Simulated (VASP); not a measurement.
Here is a VASP 6.6.1 calculation.

INCAR

```
SYSTEM = Sr
PREC = Accurate
ENCUT = 520
EDIFF = 1E-7
ISMEAR = 0
SIGMA = 0.15
LREAL = .FALSE.
LASPH = .TRUE.
NELM = 100
ALGO = Normal
ISIF = 2
LWAVE = .FALSE.
LCHARG = .FALSE.
GGA = PE
NBANDS = 11
```

KPOINTS

```
Automatic mesh
0
G
  14 14 14
  0 0 0
```

The input POSCAR:

```
Sr
1.0
   -2.5220000000      2.5220000000      2.4250000000
    2.5220000000     -2.5220000000      2.4250000000
    2.5220000000      2.5220000000     -2.4250000000
Sr
1
Direct
    0.0000000000      0.0000000000      0.0000000000
```

Potentials or basis: VASP PAW PBE potentials, release 64 (Sr_sv).

The run is started by

```console
$ cat potpaw_PBE.64/Sr_sv/POTCAR > POTCAR
$ mpirun -np 1 vasp_std > vasp.out
```

(1) What does it give for the pressure?

(2) What does it give for the band gap on the k mesh?

Results:

(1) -1.2 GPa.

(2) zero (band 5 reaches 1.42 eV, above the bottom of band 6 at 1.18 eV).

Caveat: the cell differs from its parent crystal (strain +0.040 along x and y, +0.000 along z).
